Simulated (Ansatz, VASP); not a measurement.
# SnTe in VASP and in Ansatz

```
Te Sn
1.0
     0.00000    3.15085    3.15085
     3.15085    0.00000    3.15085
     3.15085    3.15085    0.00000
Te Sn
1 1
Cartesian
  3.1509 3.1509 3.1509
  0.0000 0.0000 0.0000
```

Alike in both runs: task single point; functional PBE; k mesh 7 × 7 × 7; occupations gaussian, width 0.029 eV; no spin polarisation.

|  | VASP | Ansatz |
| --- | --- | --- |
| version | VASP 6.6.1 | Ansatz 0.2.0 |
| potentials or method | VASP PAW PBE potentials, release 64 (Te, Sn_d), cutoff 520 eV | all-electron LAPW, scalar-relativistic |

|  | VASP | Ansatz | Ansatz less VASP |
| --- | --- | --- | --- |
| pressure (GPa) | 2.2 | 2.2 | +0.07 |

Ansatz ran all-electron here, and VASP with PAW potentials.

Neither program's run includes spin-orbit coupling.
